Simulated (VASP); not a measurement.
A run of VASP 6.6.1 is set up as follows.

The input POSCAR:

```
SrTiO3
1.0
    3.9834758875      0.0000000000      0.0000000000
    0.0000000000      3.9834758875      0.0000000000
    0.0000000000      0.0000000000      3.9834758875
Sr Ti O
1 1 3
Direct
    0.0000000000      0.0000000000      0.0000000000
    0.5000000000      0.5000000000      0.5000000000
    0.5000000000      0.0000000000      0.5000000000
    0.5000000000      0.5000000000      0.0000000000
    0.0000000000      0.5000000000      0.5000000000
```

Contents of INCAR.step1:

```
SYSTEM = SrTiO3
PREC = Accurate
ENCUT = 520
ISMEAR = 0
SIGMA = 0.01
LREAL = .FALSE.
LASPH = .TRUE.
NELM = 80
NBANDS = 28
GGA = PE
ALGO = Normal
EDIFF = 1E-4
LWAVE = .TRUE.
LCHARG = .FALSE.
```

INCAR.step2

```
SYSTEM = SrTiO3
PREC = Accurate
ENCUT = 520
EDIFF = 1E-6
ISMEAR = 0
SIGMA = 0.01
LREAL = .FALSE.
LASPH = .TRUE.
NELM = 80
ALGO = Normal
ISIF = 2
LWAVE = .FALSE.
LCHARG = .FALSE.
METAGGA = R2SCAN
LMIXTAU = .TRUE.
NBANDS = 28
ISTART = 1
```

KPOINTS

```
regular mesh
0
G
  6 6 6
  0 0 0
```

Potentials or basis: VASP PAW PBE potentials, release 64 (Sr_sv, Ti_sv, O).

The run is started by

```bash
$ cat potpaw_PBE.64/Sr_sv/POTCAR potpaw_PBE.64/Ti_sv/POTCAR potpaw_PBE.64/O/POTCAR > POTCAR
$ cp INCAR.step1 INCAR
$ mpirun -np 1 vasp_std > vasp.out
$ cp INCAR.step2 INCAR
$ mpirun -np 1 vasp_std > vasp.out
```

**Question.** What does it give for the band gap on the k mesh?

**Answer.** 2.14 eV (least direct gap 2.55 eV).

**Question.** Predict the pressure.

**Answer.** -8.9 GPa.

Caveat: the cell stands under tension; the PAW data sets were made with another functional, which shifts forces and pressure a little. A k mesh can miss the band edges.
